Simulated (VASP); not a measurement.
# In (Fd-3m) in VASP: a series of runs, part 2 of 2

VASP 6.6.1. Earlier steps stand in the parts before.

**5. Relaxation of cell and atoms, PBE**

Input file INCAR:

```
PREC = Accurate
ENCUT = 600
EDIFF = 1E-6
ISMEAR = -1
SIGMA = 0.05
LREAL = False
LASPH = True
NELM = 80
ALGO = Normal
ISIF = 3
LWAVE = False
LCHARG = False
GGA = PE
IBRION = 2
NSW = 45
EDIFFG = -0.005
```

Input file KPOINTS:

```
regular mesh
0
Gamma
  11 11 11
```

Input file POSCAR:

```
In
1.0
    0.0000000000      3.3665427978      3.3665427978
    3.3665427978      0.0000000000      3.3665427978
    3.3665427978      3.3665427978      0.0000000000
In
2
Direct
   -0.1250000000     -0.1250000000     -0.1250000000
    0.1250000000      0.1250000000      0.1250000000
```

Potentials or basis: VASP PAW PBE potentials, release 64 (In_d).

Run with:

```bash
> cat potpaw_PBE.64/In_d/POTCAR > POTCAR
> mpirun -np 1 vasp_std > vasp.out
```

OUTCAR:

```text
PREC = Accurate
   ENCUT = 600
   EDIFF = 1E-6
   ISMEAR = -1
   LREAL = False
   LASPH = True
   NELM = 80
   ISIF = 3
   GGA = PE
   IBRION = 2
   NSW = 45
   EDIFFG = -0.005

 ion  position               nearest neighbor table
   1  0.875  0.875  0.875-   2 2.92   2 2.92   2 2.92   2 2.92
   2  0.125  0.125  0.125-   1 2.92   1 2.92   1 2.92   1 2.92

  LATTYP: Found a face centered cubic cell.
 ALAT       =     6.7330855956

  Lattice vectors:

 A1 = (   0.0000000000,   3.3665427978,   3.3665427978)
 A2 = (   3.3665427978,   0.0000000000,   3.3665427978)
 A3 = (   3.3665427978,   3.3665427978,   0.0000000000)

Analysis of symmetry for initial positions (statically):
=====================================================================
 Subroutine PRICEL returns:
 Original cell was already a primitive cell.

 Routine SETGRP: Setting up the symmetry group for a
 face centered cubic supercell.

 Subroutine GETGRP returns: Found 48 space group operations
 (whereof 12 operations were pure point group operations)
 out of a pool of 48 trial point group operations.

The static configuration has the point symmetry D_3d.
 The point group associated with its full space group is O_h .

Analysis of symmetry for dynamics (positions and initial velocities):
=====================================================================
 Subroutine PRICEL returns:
 Original cell was already a primitive cell.

 Routine SETGRP: Setting up the symmetry group for a
 face centered cubic supercell.

 Subroutine GETGRP returns: Found 48 space group operations
 (whereof 12 operations were pure point group operations)
 out of a pool of 48 trial point group operations.

The dynamic configuration has the point symmetry D_3d.
 The point group associated with its full space group is O_h .

[... 119 lines left out ...]
  volume/ion in A,a.u.               =      38.16       257.48
  Fermi-wavevector in a.u.,A,eV,Ry     =   1.143418  2.160747 17.788331  1.307405
  Thomas-Fermi vector in A             =   2.280114
   LORBIT       =      0    0 simple, 1 ext, 2 COOP (PROOUT), +10 PAW based schemes
   GGA     = PE    functional components
   LHFCALC =     F    Hartree Fock is set to
   AEXX    =    0.0000 exact exchange contribution
   IVDW    =     0    specifies the selected vdW correction
   LEPSILON=     F    determine dielectric tensor
   LRPA    =     F    only Hartree local field effects (RPA)
 conjugate gradient relaxation of ions
 non-spin polarized calculation
  energy-cutoff  :      600.00
  volume of cell :       76.31
 maximum number of plane-waves:      2637
 NGX is ok and might be reduce to    40
   NGX = 19   NGY = 19   NGZ = 19

--------------------------------------- Ionic step        1  -------------------------------------------

 number of electron      26.0000007 magnetization

 Free energy of the ion-electron system (eV)
  ---------------------------------------------------
  ext. energy  EPLUGINS =         0.00000000
  ---------------------------------------------------
  free energy    TOTEN  =        -4.45333617 eV

  energy without entropy =       -4.44043573  energy(sigma->0) =       -4.44688595

------------------------ aborting loop because EDIFF is reached ----------------------------------------

  FORCE on cell =-STRESS in cart. coord.  units (eV):
  Direction    XX          YY          ZZ          XY          YZ          ZX
  --------------------------------------------------------------------------------------
  -------------------------------------------------------------------------------------
  Total        0.0221874      0.0221874      0.0221874      0.0000000      0.0000000     -0.0000000
  in kB        0.4658373      0.4658373      0.4658373      0.0000000      0.0000000     -0.0000000
  external PRESSURE =       0.4658373 kB  Pullay stress =       0.0000000 kB
[... 95 lines left out ...]
--------------------------------------- Ionic step        4  -------------------------------------------

 number of electron      26.0000008 magnetization

 Free energy of the ion-electron system (eV)
  ---------------------------------------------------
  ext. energy  EPLUGINS =         0.00000000
  ---------------------------------------------------
  free energy    TOTEN  =        -4.45335174 eV

  energy without entropy =       -4.44043348  energy(sigma->0) =       -4.44689261

 E-fermi :   3.5893     XC(G=0):  -8.2783

 val. band max:        3.5875793957   @ k =   0.3636   0.1818   0.0909
 cond. band min:       3.6103143435   @ k =  -0.0909   0.0909   0.0000
 fundamental gap:      0.0227349478
 Fermi energy:         3.5893336808

 k-point     1 :       0.0000    0.0000    0.0000
  band No.  band energies     occupation
      1     -11.0163      2.00000
      2     -11.0163      2.00000
      3     -11.0163      2.00000
      4     -10.9552      2.00000
      5     -10.9552      2.00000
      6     -10.5719      2.00000
[... 457 lines left out ...]
      4     -10.9020      2.00000
      5     -10.8626      2.00000
      6     -10.6576      2.00000
[... 9 lines left out ...]
     16       8.4226      0.00000
     17       8.5862      0.00000

 [... further k-points ...]
[... 5 lines left out ...]
  --------------------------------------------------------------------------------------
  -------------------------------------------------------------------------------------
  Total       -0.0048439     -0.0048439     -0.0048439     -0.0000000     -0.0000000     -0.0000000
  in kB       -0.1015981     -0.1015981     -0.1015981     -0.0000000     -0.0000000     -0.0000000
  external PRESSURE =      -0.1015981 kB  Pullay stress =       0.0000000 kB
[... 17 lines left out ...]
  FREE ENERGIE OF THE ION-ELECTRON SYSTEM (eV)
  ---------------------------------------------------
  free  energy   TOTEN  =        -4.4533517360 eV

  energy  without entropy=       -4.4404334752  energy(sigma->0) =       -4.44689261

 reached required accuracy - stopping structural energy minimisation
```

OSZICAR:

```text
N       E                     dE             d eps       ncg     rms          rms(c)
DAV:   1     0.197107589190E+03    0.19711E+03   -0.14240E+04  1904   0.203E+03
DAV:   2     0.881100950264E+01   -0.18830E+03   -0.18673E+03  1904   0.390E+02
DAV:   3    -0.411003231102E+01   -0.12921E+02   -0.12874E+02  2351   0.125E+02
DAV:   4    -0.445712875609E+01   -0.34710E+00   -0.34695E+00  2244   0.244E+01
[... 21 lines left out ...]
       N       E                     dE             d eps       ncg     rms          rms(c)
DAV:   1    -0.445343288137E+01   -0.90979E-04   -0.21486E-03  1975   0.869E-01    0.567E-02
DAV:   2    -0.445336208076E+01    0.70801E-04   -0.17587E-04  2287   0.255E-01    0.200E-02
DAV:   3    -0.445335214588E+01    0.99349E-05   -0.37294E-05  2373   0.110E-01    0.844E-03
DAV:   4    -0.445335173604E+01    0.40983E-06   -0.51925E-07  1005   0.787E-03
   4 F= -.44533517E+01 E0= -.44468926E+01  d E =-.155701E-04
```

CONTCAR:

```text
In
   1.00000000000000
     0.0000000000000000    3.3676732500169075    3.3676732500169075
     3.3676732500169075    0.0000000000000000    3.3676732500169075
     3.3676732500169075    3.3676732500169075   -0.0000000000000000
  In
     2
Direct
     0.8750000000000000    0.8750000000000000    0.8750000000000000
     0.1250000000000000    0.1250000000000000    0.1250000000000000

  0.00000000E+00  0.00000000E+00  0.00000000E+00
  0.00000000E+00  0.00000000E+00  0.00000000E+00
```

It took 2.1 min on 1 thread of AMD EPYC 7R13, shared host; peak memory 0.29 GiB.

Results:

- Free energy: -4.4534 eV
- Relaxed volume: 38.19 Å³/atom
- Relaxed cell: a = 4.763 Å, b = 4.763 Å, c = 4.763 Å, α = 60.00°, β = 60.00°, γ = 60.00°
- Space group after relaxing (to 0.05 Å): Fd-3m (No. 227)
- Energy gained by relaxing: 0.0 meV/atom
- Ionic steps: 4
- Pressure after relaxing: 0.0 GPa
- Band gap on the k mesh: zero (band 13 reaches 5.84 eV, above the bottom of band 14 at 2.83 eV)

Final structure:
```xyz
2
Lattice="0.0000 3.3677 3.3677 3.3677 0.0000 3.3677 3.3677 3.3677 0.0000" Properties=species:S:1:pos:R:3 pbc="T T T"
In    5.8934    5.8934    5.8934
In    0.8419    0.8419    0.8419
```

Caveat: spin-orbit coupling is left out, which moves the levels of the heavy elements.

**6. The runs side by side**

```tsv
task	cell	cutoff (eV)	gap on the mesh (eV)	pressure (GPa)	relaxed volume (Å³/atom)
single point	a = 4.761 Å, angles 60.0°, 2 atoms	520	none	0.0	-
relaxation of cell and atoms	relaxed from a = 4.599 Å, angles 60.0°, 2 atoms	600	none	0.0	38.18
relaxation of cell and atoms	relaxed from a = 4.761 Å, angles 60.0°, 2 atoms	600	none	0.0	38.19
```

Alike in all rows: level PBE; potentials or basis VASP PAW PBE potentials, release 64 (In_d); no spin polarisation; k mesh 11 × 11 × 11; smearing fermi-dirac 0.05 eV.

Caveats: spin-orbit coupling is left out, which moves the levels of the heavy elements.

Total energies depend on the potentials used, so only differences within one code and one set of settings carry meaning.
